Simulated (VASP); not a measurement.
# AlN (P6_3mc) in VASP: single point with PBE

Aim: the single point of AlN with PBE.

Everything below comes from runs of VASP 6.6.1. Logs are shortened: lines on timing, memory, paths and dates and some standing lists are left out, and cuts for length are marked.

## (1) The cell of the first run

It takes space group P6_3mc (No. 186, hexagonal). The conventional cell has a = 3.130 Å, b = 3.130 Å, c = 5.018 Å, α = 90.00°, β = 90.00°, γ = 120.00°. Al (site symmetry 3m) has 4 N at 1.90 to 1.91 Å within 2.5 Å. Within 2.5 Å of N (site symmetry 3m) lie 4 Al at 1.90 to 1.91 Å.

## (2) Single point, PBE

Contents of INCAR:

```
SYSTEM = AlN
PREC = Accurate
ENCUT = 520
EDIFF = 1E-6
ISMEAR = 0
SIGMA = 0.02
LREAL = .FALSE.
LASPH = .TRUE.
NELM = 60
ALGO = Normal
ISIF = 2
LWAVE = .FALSE.
LCHARG = .FALSE.
GGA = PE
NBANDS = 16
```

Contents of KPOINTS:

```
regular mesh
0
G
  9 9 4
  0 0 0
```

Contents of POSCAR:

```
AlN
1.0
    3.1302036619      0.0000000000      0.0000000000
   -1.5651018309      2.7108358902      0.0000000000
    0.0000000000      0.0000000000      5.0180193525
Al N
2 2
Direct
    0.6666666667      0.3333333333      0.4992349453
    0.3333333333      0.6666666667      0.9992349453
    0.6666666667      0.3333333333      0.8807650547
    0.3333333333      0.6666666667      0.3807650547
```

Potentials or basis: VASP PAW PBE potentials, release 64 (Al, N).

The run is started by

```console
$ cat potpaw_PBE.64/Al/POTCAR potpaw_PBE.64/N/POTCAR > POTCAR
$ mpirun -np 1 vasp_std > vasp.out
```

OUTCAR:

```text
SYSTEM = AlN
   PREC = Accurate
   ENCUT = 520
   EDIFF = 1E-6
   ISMEAR = 0
   LREAL = .FALSE.
   LASPH = .TRUE.
   NELM = 60
   ISIF = 2
   GGA = PE

 ion  position               nearest neighbor table
   1  0.667  0.333  0.499-   4 1.90   4 1.90   4 1.90   3 1.91   2 3.09   2 3.09   2 3.09   2 3.09
                             2 3.09   2 3.09
   2  0.333  0.667  0.999-   3 1.90   3 1.90   3 1.90   4 1.91   1 3.09   1 3.09   1 3.09   1 3.09
                             1 3.09   1 3.09
   3  0.667  0.333  0.881-   2 1.90   2 1.90   2 1.90   1 1.91
   4  0.333  0.667  0.381-   1 1.90   1 1.90   1 1.90   2 1.91

  LATTYP: Found a hexagonal cell.
 ALAT       =     3.1302036619
 C/A-ratio  =     1.6030967613

  Lattice vectors:

 A1 = (   3.1302036619,   0.0000000000,   0.0000000000)
 A2 = (  -1.5651018309,   2.7108358902,   0.0000000000)
 A3 = (   0.0000000000,   0.0000000000,   5.0180193525)

Analysis of symmetry for initial positions (statically):
=====================================================================
 Subroutine PRICEL returns:
 Original cell was already a primitive cell.

 Routine SETGRP: Setting up the symmetry group for a
 hexagonal supercell.

 Subroutine GETGRP returns: Found 12 space group operations
 (whereof  6 operations were pure point group operations)
 out of a pool of 24 trial point group operations.

The static configuration has the point symmetry C_3v.
 The point group associated with its full space group is C_6v.

Analysis of symmetry for dynamics (positions and initial velocities):
=====================================================================
 Subroutine PRICEL returns:
 Original cell was already a primitive cell.

 Routine SETGRP: Setting up the symmetry group for a
 hexagonal supercell.

 Subroutine GETGRP returns: Found 12 space group operations
 (whereof  6 operations were pure point group operations)
 out of a pool of 24 trial point group operations.

The dynamic configuration has the point symmetry C_3v.
 The point group associated with its full space group is C_6v.

 Subroutine INISYM returns: Found 12 space group operations
 (whereof  6 operations are pure point group operations),
 and found     1 'primitive' translations

----------------------------------------------------------------------------------------

                                     Primitive cell

  volume of cell :      42.5802

  direct lattice vectors                    reciprocal lattice vectors
     3.130203662  0.000000000  0.000000000     0.319468031  0.184444954  0.000000000
    -1.565101831  2.710835890  0.000000000     0.000000000  0.368889907  0.000000000
     0.000000000  0.000000000  5.018019352     0.000000000  0.000000000  0.199281814

  length of vectors
     3.130203662  3.130203662  5.018019352     0.368889907  0.368889907  0.199281814

  position of ions in fractional coordinates (direct lattice)
     0.666666667  0.333333333  0.499234945
     0.333333333  0.666666667  0.999234945
     0.666666667  0.333333333  0.880765055
     0.333333333  0.666666667  0.380765055

  ion indices of the primitive-cell ions
   primitive index   ion index
                 1           1
                 2           2
                 3           3
                 4           4

----------------------------------------------------------------------------------------

 KPOINTS: regular mesh

Automatic generation of k-mesh.
 Grid dimensions read from file:
 generate k-points for:    9    9    4

 Generating k-lattice:

  Cartesian coordinates                     Fractional coordinates (reciprocal lattice)
     0.035496448  0.020493884  0.000000000     0.111111111  0.000000000  0.000000000
     0.000000000  0.040987767  0.000000000     0.000000000  0.111111111  0.000000000
     0.000000000  0.000000000  0.049820454     0.000000000  0.000000000  0.250000000

  Length of vectors
     0.040987767  0.040987767  0.049820454

  Shift w.r.t. Gamma in fractional coordinates (k-lattice)
     0.000000000  0.000000000  0.000000000

 Subroutine IBZKPT returns following result:
 ===========================================

 Found     36 irreducible k-points:

 Following reciprocal coordinates:
            Coordinates               Weight
  0.000000  0.000000  0.000000      1.000000
  0.111111  0.000000  0.000000      6.000000
  0.222222 -0.000000  0.000000      6.000000
  0.333333 -0.000000  0.000000      6.000000
  0.444444 -0.000000  0.000000      6.000000
  0.111111  0.111111  0.000000      6.000000
[... 16 lines left out ...]
  0.333333  0.222222  0.250000     24.000000
  0.333333  0.333333  0.250000      4.000000
 [... further k-points ...]
   k-points           NKPTS =     36   k-points in BZ     NKDIM =     36   number of bands    NBANDS=     16
   number of dos      NEDOS =    301   number of ions     NIONS =      4
   total plane-waves  NPLWV =  23040
   dimension x,y,z NGX =    24 NGY =   24 NGZ =   40
   dimension x,y,z NGXF=    48 NGYF=   48 NGZF=   80
   ions per type =               2   2
   NGX,Y,Z   is equivalent  to a cutoff of  12.75, 12.75, 13.25 a.u.
   NGXF,Y,Z  is equivalent  to a cutoff of  25.49, 25.49, 26.50 a.u.
 SYSTEM =  AlN
   PREC   = accura    normal or accurate (medium, high low for compatibility)
   ISTART =      0    job   : 0-new  1-cont  2-samecut
   ICHARG =      2    charge: 1-file 2-atom 10-const
   ISPIN  =      1    spin polarized calculation?
   LNONCOLLINEAR =      F non collinear calculations
   LSORBIT =      F    spin-orbit coupling
   LASPH  =      T    aspherical Exc in radial PAW
   ENCUT  =  520.0 eV  38.22 Ry    6.18 a.u.   5.82  5.82  9.33*2*pi/ulx,y,z
   NELM   =     60;   NELMIN=  2; NELMDL= -5     # of ELM steps
   EDIFF  = 0.1E-05   stopping-criterion for ELM
   LREAL  =      F    real-space projection
   EDIFFG = 0.1E-04   stopping-criterion for IOM
   NSW    =      0    number of steps for IOM
   IBRION =     -1    ionic relax: 0-MD 1-quasi-New 2-CG
   NFREE  =      0    steps in history (QN), initial steepest desc. (CG)
   ISIF   =      2    stress and relaxation
   ISYM   =      2    0-nonsym 1-usesym 2-fastsym
   POTIM  = 0.5000    time-step for ionic-motion
   TEBEG  =    0.0;   TEEND  =   0.0 temperature during run
   PSTRESS=    0.0 pullay stress
   NELECT =      16.0000    total number of electrons
   NUPDOWN=      -1.0000    fix difference up-down
   EMIN   =  10.00;   EMAX   =-10.00  energy-range for DOS
   EFERMI =   0.00;   METHOD = LEGACY
   ISMEAR =     0;   SIGMA  =   0.02  broadening in eV -4-tet -1-fermi 0-gaus
   EFERMI_NEDOS =   21; number of points for ismear=-14 and -15
   IALGO  =     38    algorithm
   IMIX   =      4    mixing-type and parameters
     AMIX     =   0.40;   BMIX     =  1.00
     AMIX_MAG =   1.60;   BMIX_MAG =  1.00
  volume/ion in A,a.u.               =      10.65        71.84
  Fermi-wavevector in a.u.,A,eV,Ry     =   1.181351  2.232429 18.988142  1.395589
  Thomas-Fermi vector in A             =   2.317626
   LORBIT       =      0    0 simple, 1 ext, 2 COOP (PROOUT), +10 PAW based schemes
   GGA     = PE    functional components
   LHFCALC =     F    Hartree Fock is set to
   AEXX    =    0.0000 exact exchange contribution
   IVDW    =     0    specifies the selected vdW correction
   LEPSILON=     F    determine dielectric tensor
   LRPA    =     F    only Hartree local field effects (RPA)
 non-spin polarized calculation
 Gauss-broadening in eV      SIGMA  =   0.02
  energy-cutoff  :      520.00
  volume of cell :       42.58
 maximum number of plane-waves:      1170
 NGX is ok and might be reduce to    24
   NGX = 11   NGY = 11   NGZ = 19

 number of electron      15.9999998 magnetization

 Free energy of the ion-electron system (eV)
  ---------------------------------------------------
  ext. energy  EPLUGINS =         0.00000000
  ---------------------------------------------------
  free energy    TOTEN  =       -29.78051480 eV

  energy without entropy =      -29.78051480  energy(sigma->0) =      -29.78051480

 E-fermi :   6.0502     XC(G=0): -10.8269

 val. band max:        5.9641236750   @ k =   0.0000   0.0000   0.0000
 cond. band min:      10.0076607730   @ k =   0.0000   0.0000   0.0000
 fundamental gap:      4.0435370980
 Fermi energy:         6.0502306172

 k-point     1 :       0.0000    0.0000    0.0000
  band No.  band energies     occupation
      1      -9.1032      2.00000
      2      -7.0205      2.00000
      3       0.0588      2.00000
      4       5.1191      2.00000
      5       5.1191      2.00000
      6       5.7616      2.00000
[... 8 lines left out ...]
     15      18.9299      0.00000
     16      18.9299      0.00000

 k-point     2 :       0.1111    0.0000    0.0000
  band No.  band energies     occupation
      1      -8.9500      2.00000
      2      -6.9347      2.00000
      3       0.2428      2.00000
      4       4.4223      2.00000
      5       4.9254      2.00000
      6       5.0813      2.00000
[... 8 lines left out ...]
     15      18.8015      0.00000
     16      18.9663      0.00000

 k-point     3 :       0.2222   -0.0000    0.0000
  band No.  band energies     occupation
      1      -8.5157      2.00000
      2      -6.7200      2.00000
      3       0.7767      2.00000
      4       2.9405      2.00000
      5       3.8355      2.00000
      6       4.5257      2.00000
[... 8 lines left out ...]
     15      17.9675      0.00000
     16      18.7764      0.00000

 k-point     4 :       0.3333   -0.0000    0.0000
  band No.  band energies     occupation
      1      -7.8914      2.00000
      2      -6.5123      2.00000
      3       1.5088      2.00000
      4       1.6163      2.00000
      5       2.6733      2.00000
      6       4.1530      2.00000
[... 8 lines left out ...]
     15      17.8614      0.00000
     16      20.1805      0.00000
[... 324 lines left out ...]
 k-point    22 :       0.2222    0.2222    0.2500
  band No.  band energies     occupation
      1      -7.4123      2.00000
      2      -6.6192      2.00000
      3       1.2573      2.00000
      4       1.5922      2.00000
      5       3.2445      2.00000
      6       3.3913      2.00000
[... 8 lines left out ...]
     15      18.0267      0.00000
     16      20.3822      0.00000

 k-point    23 :       0.3333    0.2222    0.2500
  band No.  band energies     occupation
      1      -6.9425      2.00000
      2      -6.5502      2.00000
      3       0.9662      2.00000
      4       1.4615      2.00000
      5       2.4497      2.00000
      6       3.5854      2.00000
[... 8 lines left out ...]
     15      18.6657      0.00000
     16      20.6303      0.00000

 k-point    24 :       0.3333    0.3333    0.2500
  band No.  band energies     occupation
      1      -6.6513      2.00000
      2      -6.6513      2.00000
      3       1.4882      2.00000
      4       1.5733      2.00000
      5       1.5733      2.00000
      6       3.0733      2.00000
[... 8 lines left out ...]
     15      18.9452      0.00000
     16      21.1482      0.00000

 [... further k-points ...]
[... 5 lines left out ...]
  --------------------------------------------------------------------------------------
  -------------------------------------------------------------------------------------
  Total       -0.0720918     -0.0720918     -0.0561293     -0.0000000      0.0000000      0.0000000
  in kB       -2.7126177     -2.7126177     -2.1119917     -0.0000000      0.0000000      0.0000000
  external PRESSURE =      -2.5124090 kB  Pullay stress =       0.0000000 kB

 VOLUME and BASIS-vectors are now :
 -----------------------------------------------------------------------------
  energy-cutoff  :      520.00
  volume of cell :       42.58
      direct lattice vectors                 reciprocal lattice vectors
     3.130203662  0.000000000  0.000000000     0.319468031  0.184444954  0.000000000
    -1.565101831  2.710835890  0.000000000     0.000000000  0.368889907  0.000000000
     0.000000000  0.000000000  5.018019352     0.000000000  0.000000000  0.199281814

 POSITION                                       TOTAL-FORCE (eV/Angst)
 -----------------------------------------------------------------------------------
      1.56510      0.90361      2.50517         0.000000      0.000000      0.000226
     -0.00000      1.80722      5.01418         0.000000     -0.000000      0.000226
      1.56510      0.90361      4.41970        -0.000000     -0.000000     -0.000226
     -0.00000      1.80722      1.91069        -0.000000      0.000000     -0.000226
 -----------------------------------------------------------------------------------
    total drift:                               -0.000000     -0.000000      0.000506

  FREE ENERGIE OF THE ION-ELECTRON SYSTEM (eV)
  ---------------------------------------------------
  free  energy   TOTEN  =       -29.7805148043 eV

  energy  without entropy=      -29.7805148043  energy(sigma->0) =      -29.78051480
```

Run time: 10 s. Hardware: 1 thread of Intel Xeon Platinum 8488C (Sapphire Rapids), shared host; peak memory 0.15 GiB.

Results:

```yaml
Free_energy: -29.7805 eV
Pressure: -0.3 GPa
Band_gap_on_the_k_mesh: 4.04 eV, direct
```

Levels at points of the mesh, in eV from the valence-band top:
| k point | band 5 | band 6 | band 7 | band 8 | band 9 | band 10 | band 11 | band 12 |
| --- | --- | --- | --- | --- | --- | --- | --- | --- |
| (0.00, 0.00, 0.00) | -0.84 | -0.20 | -0.20 | 0.00 | 4.04 | 6.51 | 10.46 | 11.03 |
| (0.00, 0.00, 0.50) | -0.53 | -0.53 | -0.53 | -0.53 | 6.31 | 6.31 | 10.17 | 10.17 |
